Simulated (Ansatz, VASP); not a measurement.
# One calculation of SiC, two programs

```
CELL_PARAMETERS angstrom
2.98523 0.00000 0.00000
-1.49261 2.58528 0.00000
0.00000 0.00000 9.77442
ATOMIC_POSITIONS crystal
Si 0.00000 0.00000 0.99981
Si 0.33333 0.66667 0.24998
Si 0.00000 0.00000 0.49981
Si 0.66667 0.33333 0.74998
C 0.00000 0.00000 0.18729
C 0.33333 0.66667 0.43792
C 0.00000 0.00000 0.68729
C 0.66667 0.33333 0.93792
```

Change from the starting cell: hydrostatic strain -3.0%.

Alike in both runs: task single point; functional HSE06; k mesh 6 × 6 × 2; no spin polarisation.

|  | VASP | Ansatz |
| --- | --- | --- |
| version | VASP 6.6.1 | Ansatz 0.2.0 |
| potentials or method | VASP PAW PBE potentials, release 64 (Si, C) | plane waves, PAW |
| plane-wave cutoff (eV) | 520 | 420 |
| occupations | gaussian, width 0.01 eV | fixed |
| valence electrons in the cell | 32 | 32 |

```tsv
	VASP	Ansatz	Ansatz less VASP
gap on the k mesh at the Fermi level (eV)	3.18	3.18	-0.005
pressure (GPa)	23.2	23.7	+0.53
traceless stress, the component that is largest in VASP (GPa)	-0.44	-0.46	-0.026
rms of the force components (eV/Å)	0.006	0.007	+0.0006
```

Atom by atom the forces differ by 0.001 eV/Å (rms over components). Ansatz's warnings: stress exchange threshold loose, stress scf threshold loose.
